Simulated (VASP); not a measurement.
Runs of VASP 6.6.1 on Cu4O. The structure is that of space group Pm-3m (No. 221), or close to it. The cells are those of the table. 

```tsv
task	spin	cell	k mesh	cutoff (eV)	smearing	gap on the mesh (eV)	pressure (GPa)	moment (μB)	relaxed volume (Å³/atom)
single point	off	a = 4.362 Å, 5 atoms	8 × 8 × 8	520	gaussian 0.01 eV	0.10	0.2	-	-
relaxation of cell and atoms	off	relaxed from a = 4.362 Å, 5 atoms	8 × 8 × 8	600	gaussian 0.01 eV	0.10	0.1	-	16.67
single point	collinear, ferromagnetic start	a = 4.362 Å, 5 atoms	4 × 4 × 4	520	gaussian 0.1 eV	0.28	(a)	0.00	-
relaxation of cell and atoms	collinear, ferromagnetic start	relaxed from a = 3.865 Å, 5 atoms	4 × 4 × 4	600	gaussian 0.1 eV	0.28	0.2	0.00	(b)
single point	collinear, ferromagnetic start	a = 3.865 Å, 5 atoms	4 × 4 × 4	520	gaussian 0.1 eV	0.32	60.0	0.00	-
```

Alike in all rows: level PBE; potentials or basis VASP PAW PBE potentials, release 64 (Cu, O).

Question: Estimate the missing entries.

Answer: (a) 0.3; (b) 16.54.

Caveats: the volume moved by over 15 % at a fixed basis, so the end points are rough (some runs).

A k mesh can miss the band edges.
